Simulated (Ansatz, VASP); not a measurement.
**Os: VASP beside Ansatz**

The input INCAR:

```
SYSTEM = Os
  PREC = Accurate
  ENCUT = 560
  EDIFF = 1E-6
  ISMEAR = 1
  SIGMA = 0.01
  LREAL = .FALSE.
  LASPH = .TRUE.
  NELM = 120
  ALGO = Normal
  ISIF = 2
  LWAVE = .FALSE.
  LCHARG = .FALSE.
  GGA = CA
  NBANDS = 23
  GGA_COMPAT = .FALSE.
```

KPOINTS

```
Automatic mesh
0
G
  13 13 8
  0 0 0
```

The input POSCAR:

```
Os
1.0
    2.7175247593      0.0000000000      0.0000000000
   -1.3587623796      2.3534454770      0.0000000000
    0.0000000000      0.0000000000      4.2844606214
Os
2
Direct
    0.3333333333      0.6666666667      0.2500000000
    0.6666666667      0.3333333333      0.7500000000
```

Input for Ansatz:

```yaml
crystal:
  lattice:
    - [2.7175247593, 0.0, 0.0]
    - [-1.3587623796, 2.353445477, 0.0]
    - [0.0, 0.0, 4.2844606214]
  atoms:
    - { symbol: Os, position: [0.3333333333, 0.6666666667, 0.25] }
    - { symbol: Os, position: [0.6666666667, 0.3333333333, 0.75] }
hamiltonian:
  xc: lda
  pseudopotentials:
    kind: paw
    azcp:
      Os: "pseudopotentials/Os.paw.azcp"
basis:
  ecutwfc: 420
  fft_grid_basis: typed
kpoints:
  mp_grid: { grid: [13, 13, 8], shift: [0, 0, 0] }
magnetization:
  spin_polarized: false
scf:
  occupations: { method: methfessel_paxton, width: 0.01 }
  lower_state_search: "off"
output:
  stress: true
```

Alike in both runs: task single point; functional LDA; k mesh 13 × 13 × 8; occupations methfessel-paxton of order 1, width 0.01 eV; no spin polarisation.

```csv
,VASP,Ansatz
version,VASP 6.6.1,Ansatz 0.2.0
potentials or method,"VASP PAW LDA potentials, release 64 (Os_sv_GW), cutoff 560 eV","plane waves (420 eV) with PAW, scalar-relativistic"
valence electrons in the cell,32,32
```

Ansatz gave:

* pressure (GPa): -0.1
* traceless stress, the component that is largest in VASP (GPa): -0.78

Task: What did VASP give for the same quantities?

Result: Pressure (GPa): 0.4; traceless stress, the component that is largest in VASP (GPa): -0.64.

Ansatz warns that its potentials were made for another functional, while VASP's fit it. LDA's correlation is that of Perdew and Zunger in VASP and of Perdew and Wang (1992) in Ansatz.

Neither program's run includes spin-orbit coupling.
